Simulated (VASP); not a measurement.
# Si (I4/mmm) in VASP: relaxation of cell and atoms with r2SCAN

Aim: the relaxation of cell and atoms of Si with r2SCAN.

Everything below comes from runs of VASP 6.6.1. Logs are shortened: lines on timing, memory, paths and dates and some standing lists are left out, and cuts for length are marked.

### 1 The cell of the first run

It takes space group I4/mmm (No. 139, tetragonal). The conventional cell has a = 2.574 Å, b = 2.574 Å, c = 4.259 Å, α = 90.00°, β = 90.00°, γ = 90.00°. Within 3.4 Å of Si (site symmetry 4/mmm) lie 12 Si at 2.57 to 2.80 Å.

### 2 Relaxation of cell and atoms, r2SCAN

File POSCAR:

```
Si
1.0
   -1.2867811163      1.2867811163      2.1295088016
    1.2867811163     -1.2867811163      2.1295088016
    1.2867811163      1.2867811163     -2.1295088016
Si
1
Direct
    0.0000000000      0.0000000000      0.0000000000
```

File INCAR.step1:

```
SYSTEM = Si
ALGO = Normal
EDIFF = 1E-4
ENCUT = 600
GGA = PE
ISMEAR = 0
LASPH = .TRUE.
LCHARG = .FALSE.
LREAL = .FALSE.
LWAVE = .TRUE.
NELM = 60
PREC = Accurate
SIGMA = 0.1
```

File INCAR.step2:

```
SYSTEM = Si
ALGO = Normal
EDIFF = 1E-6
EDIFFG = -0.01
ENCUT = 600
IBRION = 2
ISIF = 3
ISMEAR = 0
ISTART = 1
LASPH = .TRUE.
LCHARG = .FALSE.
LMIXTAU = .TRUE.
LREAL = .FALSE.
LWAVE = .FALSE.
METAGGA = R2SCAN
NELM = 60
NSW = 100
PREC = Accurate
SIGMA = 0.1
```

File KPOINTS:

```
k-points
0
G
  30 30 30
  0 0 0
```

Potentials or basis: VASP PAW PBE potentials, release 64 (Si).

On the command line:

```
cat potpaw_PBE.64/Si/POTCAR > POTCAR
cp INCAR.step1 INCAR
mpirun -np 1 vasp_std > vasp.out
cp INCAR.step2 INCAR
mpirun -np 1 vasp_std > vasp.out
```

OUTCAR:

```text
SYSTEM = Si
   EDIFF = 1E-6
   EDIFFG = -0.01
   ENCUT = 600
   IBRION = 2
   ISIF = 3
   ISMEAR = 0
   ISTART = 1
   LASPH = .TRUE.
   LREAL = .FALSE.
   METAGGA = R2SCAN
   NELM = 60
   NSW = 100
   PREC = Accurate

 ion  position               nearest neighbor table
   1  0.000  0.000  0.000-

  LATTYP: Found a body centered tetragonal cell.
 ALAT       =     2.5735622326
 C/A-ratio  =     1.6549114489

  Lattice vectors:

 A1 = (  -1.2867811163,   1.2867811163,   2.1295088016)
 A2 = (   1.2867811163,  -1.2867811163,   2.1295088016)
 A3 = (   1.2867811163,   1.2867811163,  -2.1295088016)

Analysis of symmetry for initial positions (statically):
=====================================================================
 Subroutine PRICEL returns:
 Original cell was already a primitive cell.

 Routine SETGRP: Setting up the symmetry group for a
 body centered tetragonal supercell.

 Subroutine GETGRP returns: Found 16 space group operations
 (whereof 16 operations were pure point group operations)
 out of a pool of 16 trial point group operations.

The static configuration has the point symmetry D_4h.

Analysis of symmetry for dynamics (positions and initial velocities):
=====================================================================
 Subroutine PRICEL returns:
 Original cell was already a primitive cell.

 Routine SETGRP: Setting up the symmetry group for a
 body centered tetragonal supercell.

 Subroutine GETGRP returns: Found 16 space group operations
 (whereof 16 operations were pure point group operations)
 out of a pool of 16 trial point group operations.

The dynamic configuration has the point symmetry D_4h.

 Subroutine INISYM returns: Found 16 space group operations
 (whereof 16 operations are pure point group operations),
 and found     1 'primitive' translations

----------------------------------------------------------------------------------------

                                     Primitive cell

  volume of cell :      14.1042

  direct lattice vectors                    reciprocal lattice vectors
    -1.286781116  1.286781116  2.129508802     0.000000000  0.388566473  0.234795930
     1.286781116 -1.286781116  2.129508802     0.388566473  0.000000000  0.234795930
     1.286781116  1.286781116 -2.129508802     0.388566473  0.388566473  0.000000000

  length of vectors
     2.801146019  2.801146019  2.801146019     0.453996732  0.453996732  0.549515976

  position of ions in fractional coordinates (direct lattice)
     0.000000000  0.000000000  0.000000000

  ion indices of the primitive-cell ions
   primitive index   ion index
                 1           1

----------------------------------------------------------------------------------------

 KPOINTS: k-points

Automatic generation of k-mesh.
 Grid dimensions read from file:
 generate k-points for:   30   30   30

 Generating k-lattice:

  Cartesian coordinates                     Fractional coordinates (reciprocal lattice)
     0.000000000  0.012952216  0.007826531     0.033333333  0.000000000  0.000000000
     0.012952216  0.000000000  0.007826531     0.000000000  0.033333333  0.000000000
     0.012952216  0.012952216  0.000000000     0.000000000  0.000000000  0.033333333

  Length of vectors
     0.015133224  0.015133224  0.018317199

  Shift w.r.t. Gamma in fractional coordinates (k-lattice)
     0.000000000  0.000000000  0.000000000

 Subroutine IBZKPT returns following result:
 ===========================================

 Found   1992 irreducible k-points:

 Following reciprocal coordinates:
            Coordinates               Weight
  0.000000  0.000000  0.000000      1.000000
  0.033333  0.000000  0.000000      8.000000
  0.066667 -0.000000  0.000000      8.000000
  0.100000 -0.000000  0.000000      8.000000
  0.133333  0.000000  0.000000      8.000000
  0.166667  0.000000  0.000000      8.000000
[... 16 lines left out ...]
  0.233333  0.033333  0.000000     16.000000
  0.266667  0.033333  0.000000     16.000000
 [... further k-points ...]
   k-points           NKPTS =   1992   k-points in BZ     NKDIM =   1992   number of bands    NBANDS=      6
   number of dos      NEDOS =    301   number of ions     NIONS =      1
   total plane-waves  NPLWV =  13824
   dimension x,y,z NGX =    24 NGY =   24 NGZ =   24
   dimension x,y,z NGXF=    48 NGYF=   48 NGZF=   48
   ions per type =               1
   NGX,Y,Z   is equivalent  to a cutoff of  14.24, 14.24, 14.24 a.u.
   NGXF,Y,Z  is equivalent  to a cutoff of  28.49, 28.49, 28.49 a.u.
 SYSTEM =  Si
   PREC   = accura    normal or accurate (medium, high low for compatibility)
   ISTART =      1    job   : 0-new  1-cont  2-samecut
   ICHARG =      0    charge: 1-file 2-atom 10-const
   ISPIN  =      1    spin polarized calculation?
   LNONCOLLINEAR =      F non collinear calculations
   LSORBIT =      F    spin-orbit coupling
   LASPH  =      T    aspherical Exc in radial PAW
   ENCUT  =  600.0 eV  44.10 Ry    6.64 a.u.   5.59  5.59  5.59*2*pi/ulx,y,z
   NELM   =     60;   NELMIN=  2; NELMDL=  0     # of ELM steps
   EDIFF  = 0.1E-05   stopping-criterion for ELM
   LREAL  =      F    real-space projection
   EDIFFG = -.1E-01   stopping-criterion for IOM
   NSW    =    100    number of steps for IOM
   IBRION =      2    ionic relax: 0-MD 1-quasi-New 2-CG
   NFREE  =      1    steps in history (QN), initial steepest desc. (CG)
   ISIF   =      3    stress and relaxation
   ISYM   =      2    0-nonsym 1-usesym 2-fastsym
   POTIM  = 0.5000    time-step for ionic-motion
   TEBEG  =    0.0;   TEEND  =   0.0 temperature during run
   PSTRESS=    0.0 pullay stress
   NELECT =       4.0000    total number of electrons
   NUPDOWN=      -1.0000    fix difference up-down
   EMIN   =  10.00;   EMAX   =-10.00  energy-range for DOS
   EFERMI =   0.00;   METHOD = LEGACY
   ISMEAR =     0;   SIGMA  =   0.10  broadening in eV -4-tet -1-fermi 0-gaus
   EFERMI_NEDOS =   21; number of points for ismear=-14 and -15
   IALGO  =     38    algorithm
   IMIX   =      4    mixing-type and parameters
     AMIX     =   0.40;   BMIX     =  1.00
     AMIX_MAG =   1.60;   BMIX_MAG =  1.00
  volume/ion in A,a.u.               =      14.10        95.18
  Fermi-wavevector in a.u.,A,eV,Ry     =   1.075586  2.032563 15.740386  1.156886
  Thomas-Fermi vector in A             =   2.211447
   LORBIT       =      0    0 simple, 1 ext, 2 COOP (PROOUT), +10 PAW based schemes
   METAGGA = R2SCAN    functional components
   LHFCALC =     F    Hartree Fock is set to
   AEXX    =    0.0000 exact exchange contribution
   IVDW    =     0    specifies the selected vdW correction
   LEPSILON=     F    determine dielectric tensor
   LRPA    =     F    only Hartree local field effects (RPA)
 conjugate gradient relaxation of ions
 non-spin polarized calculation
 Gauss-broadening in eV      SIGMA  =   0.10
  energy-cutoff  :      600.00
  volume of cell :       14.10
 maximum number of plane-waves:       485
   NGX = 11   NGY = 11   NGZ = 11

--------------------------------------- Ionic step        1  -------------------------------------------

 number of electron       4.0000000 magnetization

 Free energy of the ion-electron system (eV)
  ---------------------------------------------------
  ext. energy  EPLUGINS =         0.00000000
  ---------------------------------------------------
  free energy    TOTEN  =        -8.03465324 eV

  energy without entropy =       -8.03227670  energy(sigma->0) =       -8.03346497

------------------------ aborting loop because EDIFF is reached ----------------------------------------

  FORCE on cell =-STRESS in cart. coord.  units (eV):
  Direction    XX          YY          ZZ          XY          YZ          ZX
  --------------------------------------------------------------------------------------
  -------------------------------------------------------------------------------------
  Total       -0.0792846     -0.0792846      0.0745571      0.0000000      0.0000000      0.0000000
  in kB       -9.0063926     -9.0063926      8.4693590      0.0000000      0.0000000      0.0000000
  external PRESSURE =      -3.1811420 kB  Pullay stress =       0.0000000 kB
[... 86 lines left out ...]
  FREE ENERGIE OF THE ION-ELECTRON SYSTEM (eV)
  ---------------------------------------------------
  free  energy   TOTEN  =        -8.0365025393 eV

  energy  without entropy=       -8.0346226589  energy(sigma->0) =       -8.03556260

[... ionic steps 4 to 8 ...]

--------------------------------------- Ionic step        9  -------------------------------------------

 number of electron       4.0000000 magnetization

------------------------ aborting loop because EDIFF is reached ----------------------------------------

  FORCE on cell =-STRESS in cart. coord.  units (eV):
  Direction    XX          YY          ZZ          XY          YZ          ZX
  --------------------------------------------------------------------------------------
  -------------------------------------------------------------------------------------
  Total        0.1022499      0.1022499      0.0871238      0.0000000     -0.0000000     -0.0000000
  in kB       11.5724435     11.5724435      9.8605113      0.0000000     -0.0000000     -0.0000000
  external PRESSURE =      11.0017995 kB  Pullay stress =       0.0000000 kB
[... 55 lines left out ...]
  energy  without entropy=       -8.0373423449  energy(sigma->0) =       -8.03822346

--------------------------------------- Ionic step       11  -------------------------------------------

 number of electron       4.0000000 magnetization

 Free energy of the ion-electron system (eV)
  ---------------------------------------------------
  ext. energy  EPLUGINS =         0.00000000
  ---------------------------------------------------
  free energy    TOTEN  =        -8.03971773 eV

  energy without entropy =       -8.03794832  energy(sigma->0) =       -8.03883302

 E-fermi :  10.2577     XC(G=0): -11.9749

 val. band max:       10.2575441824   @ k =   0.2667   0.1667   0.0000
 cond. band min:      10.2581237259   @ k =  -0.3000  -0.4000   0.1000
 fundamental gap:      0.0005795436
 Fermi energy:        10.2577182292

 k-point     1 :       0.0000    0.0000    0.0000
  band No.  band energies     occupation
      1      -5.1378      2.00000
      2      20.8454      0.00000
      3      21.3013      0.00000
      4      22.6335      0.00000
      5      22.6335      0.00000
      6      23.2941      0.00000

 k-point     2 :       0.0333    0.0000    0.0000
  band No.  band energies     occupation
      1      -5.1025      2.00000
      2      20.6395      0.00000
      3      20.7474      0.00000
      4      22.5823      0.00000
      5      22.9085      0.00000
      6      23.5272      0.00000
[... 190 lines left out ...]
 k-point    24 :       0.2667    0.0333    0.0000
  band No.  band energies     occupation
      1      -2.7181      2.00000
      2      10.9406      0.00000
      3      16.7088      0.00000
      4      19.5068      0.00000
      5      21.4225      0.00000
      6      25.4995      0.00000

 [... further k-points ...]
[... 5 lines left out ...]
  --------------------------------------------------------------------------------------
  -------------------------------------------------------------------------------------
  Total       -0.0075126     -0.0075126     -0.0021471      0.0000000      0.0000000      0.0000000
  in kB       -0.8378158     -0.8378158     -0.2394477      0.0000000      0.0000000      0.0000000
  external PRESSURE =      -0.6383598 kB  Pullay stress =       0.0000000 kB
[... 16 lines left out ...]
  FREE ENERGIE OF THE ION-ELECTRON SYSTEM (eV)
  ---------------------------------------------------
  free  energy   TOTEN  =        -8.0397177279 eV

  energy  without entropy=       -8.0379483179  energy(sigma->0) =       -8.03883302

 reached required accuracy - stopping structural energy minimisation
```

It took 2.3 h on 1 thread of Oxide Virtual Turin-like, shared host; peak memory 0.28 GiB.

What came out:

| Property | Result |
| --- | --- |
| Free energy | -8.0397 eV |
| Relaxed volume | 14.37 Å³/atom |
| Relaxed cell | a = 2.878 Å, b = 2.878 Å, c = 2.878 Å, α = 128.02°, β = 128.02°, γ = 76.59° |
| Space group after relaxing (to 0.1 Å) | I4/mmm (No. 139) |
| Energy gained by relaxing | 5.1 meV/atom |
| Ionic steps | 11 |
| Pressure after relaxing | -0.1 GPa |
| Band gap on the k mesh | zero (bands 2 and 3 overlap by 15.42 eV) |

The path:
| step | energy change (eV) | largest force (eV/Å) | pressure (GPa) | volume (Å³) |
| --- | --- | --- | --- | --- |
| 1 | 0.0000 | 0.0000 | -0.32 | 14.10 |
| 2 | -0.0009 | 0.0000 | 0.19 | 14.05 |
| 3 | -0.0018 | 0.0000 | 1.77 | 13.87 |
| 4 | -0.0020 | 0.0000 | 1.10 | 13.93 |
| 5 | -0.0024 | 0.0000 | 1.10 | 13.95 |
| 6 | -0.0031 | 0.0000 | 1.01 | 13.99 |
| 7 | -0.0039 | 0.0000 | 1.07 | 14.08 |
| 8 | -0.0043 | 0.0000 | 1.14 | 14.24 |
| 9 | -0.0043 | 0.0000 | 1.10 | 14.16 |
| 10 | -0.0045 | 0.0000 | 1.10 | 14.20 |
| 11 | -0.0051 | 0.0000 | -0.06 | 14.37 |

Final structure:
```
Si
1.0
    -1.26106    1.26106    2.25849
     1.26106   -1.26106    2.25849
     1.26106    1.26106   -2.25849
Si
1
Cartesian
  0.0000 0.0000 0.0000
```

Levels at points of the mesh, in eV from the Fermi level:
```csv
k point,band 1,band 2,band 3,band 4,band 5
"(0.00, 0.00, 0.00)",-15.40,10.59,11.04,12.38,12.38
"(0.50, 0.00, 0.00)",-7.78,-7.38,5.43,7.64,12.84
"(0.50, 0.50, 0.00)",-4.52,-2.45,1.11,3.78,4.38
"(0.50, 0.50, 0.50)",-8.33,-7.53,6.57,6.94,6.94
```

Caveat: the PAW data sets were made with another functional, which shifts forces and pressure a little.
